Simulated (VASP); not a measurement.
# SnSe (I4/mmm) in VASP: notebook

SnSe is run at these levels: PBE+D3(BJ); tasks: single point.

Program: VASP 6.6.1. These are calculated values, not measurements. Logs are shortened: lines on timing, memory, paths and dates and some standing lists are left out, and cuts for length are marked.

## 1. The cell of the first run

The structure is tetragonal, space group I4/mmm (No. 139). The conventional cell has a = 4.290 Å, b = 4.290 Å, c = 5.978 Å, α = 90.00°, β = 90.00°, γ = 90.00°. Within 3.9 Å of Sn (site symmetry 4/mmm) lie 6 Se at 2.99 to 3.03 Å. Se (site symmetry 4/mmm) has 6 Sn at 2.99 to 3.03 Å within 3.9 Å.

## 2. Single point, PBE+D3(BJ) (strain +0.015 along x and y, +0.000 along z)

File INCAR:

```
SYSTEM = SnSe
ALGO = Normal ; EDIFF = 1E-6
ENCUT = 520 ; GGA = PE
ISIF = 2 ; ISMEAR = 0
IVDW = 12 ; LASPH = .True.
LCHARG = .False. ; LREAL = .False.
LWAVE = .False. ; NBANDS = 17
NELM = 100 ; PREC = Accurate
SIGMA = 0.05
```

File KPOINTS:

```
k-points
0
Gamma
  10 10 10
  0 0 0
```

File POSCAR:

```
SnSe
1.0
    0.0000000000      3.0336003723      2.9887688397
    3.0336003723      0.0000000000      2.9887688397
    3.0336003723      3.0336003723      0.0000000000
Sn Se
1 1
Direct
    0.0000000000      0.0000000000      0.0000000000
    0.5000000000      0.5000000000      0.5000000000
```

Potentials or basis: VASP PAW PBE potentials, release 64 (Sn_d, Se).

Run with:

```console
cat potpaw_PBE.64/Sn_d/POTCAR potpaw_PBE.64/Se/POTCAR > POTCAR
mpirun -np 1 vasp_std > vasp.out
```

OUTCAR:

```text
SYSTEM = SnSe
   EDIFF = 1E-6
   ENCUT = 520
   GGA = PE
   ISIF = 2
   ISMEAR = 0
   IVDW = 12
   LASPH = .True.
   LREAL = .False.
   NELM = 100
   PREC = Accurate
 IVDW          = 12

 ion  position               nearest neighbor table
   1  0.000  0.000  0.000-   2 2.99   2 2.99   2 3.03   2 3.03   2 3.03   2 3.03
   2  0.500  0.500  0.500-   1 2.99   1 2.99   1 3.03   1 3.03   1 3.03   1 3.03

  LATTYP: Found a body centered tetragonal cell.
 ALAT       =     4.2901587893
 C/A-ratio  =     1.3933138546

  Lattice vectors:

 A1 = (   0.0000000000,  -3.0336003723,  -2.9887688397)
 A2 = (   0.0000000000,   3.0336003723,  -2.9887688397)
 A3 = (   3.0336003723,   0.0000000000,   2.9887688397)

Analysis of symmetry for initial positions (statically):
=====================================================================
 Subroutine PRICEL returns:
 Original cell was already a primitive cell.

 Routine SETGRP: Setting up the symmetry group for a
 body centered tetragonal supercell.

 Subroutine GETGRP returns: Found 16 space group operations
 (whereof 16 operations were pure point group operations)
 out of a pool of 16 trial point group operations.

The static configuration has the point symmetry D_4h.

Analysis of symmetry for dynamics (positions and initial velocities):
=====================================================================
 Subroutine PRICEL returns:
 Original cell was already a primitive cell.

 Routine SETGRP: Setting up the symmetry group for a
 body centered tetragonal supercell.

 Subroutine GETGRP returns: Found 16 space group operations
 (whereof 16 operations were pure point group operations)
 out of a pool of 16 trial point group operations.

The dynamic configuration has the point symmetry D_4h.

 Subroutine INISYM returns: Found 16 space group operations
 (whereof 16 operations are pure point group operations),
 and found     1 'primitive' translations

----------------------------------------------------------------------------------------

                                     Primitive cell

  volume of cell :      55.0097

  direct lattice vectors                    reciprocal lattice vectors
     0.000000000  3.033600372  2.988768840    -0.164820655  0.164820655  0.167292965
     3.033600372  0.000000000  2.988768840     0.164820655 -0.164820655  0.167292965
     3.033600372  3.033600372  0.000000000     0.164820655  0.164820655 -0.167292965

  length of vectors
     4.258576100  4.258576100  4.290158789     0.286912238  0.286912238  0.286912238

  position of ions in fractional coordinates (direct lattice)
     0.000000000  0.000000000  0.000000000
[... 80 lines left out ...]
   EDIFFG = 0.1E-04   stopping-criterion for IOM
   NSW    =      0    number of steps for IOM
   IBRION =     -1    ionic relax: 0-MD 1-quasi-New 2-CG
   NFREE  =      0    steps in history (QN), initial steepest desc. (CG)
   ISIF   =      2    stress and relaxation
   ISYM   =      2    0-nonsym 1-usesym 2-fastsym
   POTIM  = 0.5000    time-step for ionic-motion
   TEBEG  =    0.0;   TEEND  =   0.0 temperature during run
   PSTRESS=    0.0 pullay stress
   NELECT =      20.0000    total number of electrons
   NUPDOWN=      -1.0000    fix difference up-down
   EMIN   =  10.00;   EMAX   =-10.00  energy-range for DOS
   EFERMI =   0.00;   METHOD = LEGACY
   ISMEAR =     0;   SIGMA  =   0.05  broadening in eV -4-tet -1-fermi 0-gaus
   EFERMI_NEDOS =   21; number of points for ismear=-14 and -15
   IALGO  =     38    algorithm
   IMIX   =      4    mixing-type and parameters
     AMIX     =   0.40;   BMIX     =  1.00
     AMIX_MAG =   1.60;   BMIX_MAG =  1.00
  volume/ion in A,a.u.               =      27.50       185.61
  Fermi-wavevector in a.u.,A,eV,Ry     =   1.168437  2.208025 18.575273  1.365244
  Thomas-Fermi vector in A             =   2.304923
   LORBIT       =      0    0 simple, 1 ext, 2 COOP (PROOUT), +10 PAW based schemes
   GGA     = PE    functional components
   LHFCALC =     F    Hartree Fock is set to
   AEXX    =    0.0000 exact exchange contribution
   IVDW    =    12    specifies the selected vdW correction
   LEPSILON=     F    determine dielectric tensor
   LRPA    =     F    only Hartree local field effects (RPA)
 non-spin polarized calculation
 Gauss-broadening in eV      SIGMA  =   0.05
  energy-cutoff  :      520.00
  volume of cell :       55.01
 maximum number of plane-waves:      1500
   NGX = 15   NGY = 15   NGZ = 15

 number of electron      20.0000002 magnetization

 Free energy of the ion-electron system (eV)
  ---------------------------------------------------
  ext. energy  EPLUGINS =         0.00000000
  ---------------------------------------------------
  free energy    TOTEN  =        -8.21260818 eV

  energy without entropy =       -8.21260818  energy(sigma->0) =       -8.21260818

 E-fermi :   5.7590     XC(G=0):  -9.5581

 val. band max:        5.4965571753   @ k =   0.5000  -0.0000   0.0000
 cond. band min:       5.9869759250   @ k =  -0.4000   0.1000   0.0000
 fundamental gap:      0.4904187496
 Fermi energy:         5.7589928038

 k-point     1 :       0.0000    0.0000    0.0000
  band No.  band energies     occupation
      1     -16.1160      2.00000
      2     -16.1137      2.00000
      3     -16.1110      2.00000
      4     -16.1110      2.00000
      5     -16.1064      2.00000
      6      -8.3119      2.00000
[... 457 lines left out ...]
      4     -16.0978      2.00000
      5     -16.0971      2.00000
      6      -7.3751      2.00000
[... 9 lines left out ...]
     16      16.0932      0.00000
     17      16.9122      0.00000

 [... further k-points ...]

------------------------ aborting loop because EDIFF is reached ----------------------------------------

 Edisp (eV)   -0.70040

 E8    (eV) :    -0.3157

  FORCE on cell =-STRESS in cart. coord.  units (eV):
  Direction    XX          YY          ZZ          XY          YZ          ZX
  --------------------------------------------------------------------------------------
  -------------------------------------------------------------------------------------
  Total      -0.71940    -0.71940    -0.10004     0.00000    -0.00000     0.00000
  in kB     -20.95283   -20.95283    -2.91360     0.00000    -0.00000     0.00000
  external pressure =      -14.94 kB  Pullay stress =        0.00 kB

 VOLUME and BASIS-vectors are now :
 -----------------------------------------------------------------------------
  energy-cutoff  :      520.00
  volume of cell :       55.01
      direct lattice vectors                 reciprocal lattice vectors
     0.000000000  3.033600372  2.988768840    -0.164820655  0.164820655  0.167292965
     3.033600372  0.000000000  2.988768840     0.164820655 -0.164820655  0.167292965
     3.033600372  3.033600372  0.000000000     0.164820655  0.164820655 -0.167292965

 POSITION                                       TOTAL-FORCE (eV/Angst)
 -----------------------------------------------------------------------------------
      0.00000      0.00000      0.00000         0.000000      0.000000      0.000000
      3.03360      3.03360      2.98877         0.000000     -0.000000     -0.000000
 -----------------------------------------------------------------------------------
    total drift:                                0.000000     -0.000000     -0.000000

  FREE ENERGIE OF THE ION-ELECTRON SYSTEM (eV)
  ---------------------------------------------------
  free  energy   TOTEN  =        -8.9130074300 eV

  energy  without entropy=       -8.9130074300  energy(sigma->0) =       -8.91300743
```

stdout:

```text
POSCAR found type information on POSCAR SnSe
 POSCAR found :  2 types and       2 ions
 scaLAPACK will be used
 LDA part: xc-table for (Slater+PW92), standard interpolation
 POSCAR, INCAR and KPOINTS ok, starting setup
 FFT: planning ... GRIDC
 FFT: planning ... GRID_SOFT
 FFT: planning ... GRID
 WAVECAR not read
 entering main loop
```

Wall time 24 s (1 thread of Intel Xeon 6975P-C (Granite Rapids), shared host); peak memory 0.25 GiB.

What came out:

- Free energy: -8.9130 eV
- Pressure: -1.5 GPa
- Band gap on the k mesh: 0.49 eV (least direct gap 0.55 eV)
- Dispersion energy per atom: -0.350 eV

Levels at points of the mesh, in eV from the valence-band top:
| k point | band 6 | band 7 | band 8 | band 9 | band 10 | band 11 | band 12 | band 13 | band 14 | band 15 |
| --- | --- | --- | --- | --- | --- | --- | --- | --- | --- | --- |
| (0.00, 0.00, 0.00) | -13.81 | -5.09 | -2.26 | -2.12 | -2.12 | 4.17 | 4.17 | 4.52 | 5.84 | 5.84 |
| (0.50, 0.00, 0.00) | -12.89 | -8.01 | -1.93 | -1.91 | 0.00 | 0.55 | 1.22 | 1.30 | 8.23 | 10.05 |
| (0.50, 0.50, 0.00) | -12.59 | -6.04 | -5.43 | -3.62 | -3.62 | 3.02 | 5.25 | 5.25 | 6.05 | 10.42 |
| (0.50, 0.00, 0.50) | -12.64 | -5.99 | -5.40 | -3.67 | -3.50 | 3.07 | 5.15 | 5.51 | 5.85 | 10.39 |

Caveat: the cell differs from its parent crystal (strain +0.015 along x and y, +0.000 along z); semilocal functionals underestimate gaps, and a narrow one can read as zero; spin-orbit coupling is left out, which moves the levels of the heavy elements.

(Continued in part 2 of 2.)
